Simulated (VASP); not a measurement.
Crystal: W.

```xyz
1
Lattice="-1.6032 1.6032 1.6032 1.6032 -1.6032 1.6032 1.6032 1.6032 -1.6032" Properties=species:S:1:pos:R:3 pbc="T T T"
W     0.0000    0.0000    0.0000
```

Base run:

- Program: VASP 6.6.1
- Functional: RPBE
- Dispersion: D4
- Potentials or basis: VASP PAW PBE potentials, release 64 (W_sv)
- Cutoff: 520 eV
- k mesh: 12 × 12 × 12
- Occupations: fermi-dirac, width 0.05 eV
- Spin: no spin polarisation

Its results: band gap on the k mesh zero (band 7 reaches 15.85 eV, above the bottom of band 8 at 9.81 eV); pressure -13.1 GPa.

Task: After a change of settings the same cell gave: band gap on the k mesh zero (band 7 reaches 15.85 eV, above the bottom of band 8 at 9.81 eV); pressure -1.9 GPa. Which change was it?
A. functional from RPBE to PBE; further incar settings from ALGO = Normal; EDIFF = 1e-07; NBANDS = 13 to ALGO = Normal; EDIFF = 1e-06; NBANDS = 13
B. functional from RPBE to revPBE; dispersion from D4 to D3(BJ)
C. functional from RPBE to BLYP; further incar settings from ALGO = Normal; EDIFF = 1e-07; NBANDS = 13 to ALGO = Normal; EDIFF = 1e-06; NBANDS = 13
D. dispersion from D4 to none

Result: D.

Dispersion adds attraction, which lowers the pressure at fixed volume and, as a term added to the energy, leaves the levels alone.

Caveats: the PAW data sets were made with another functional, which shifts forces and pressure a little; spin-orbit coupling is left out, which moves the levels of the heavy elements; pairwise dispersion overbinds metals, which lowers pressure and volume (some runs).
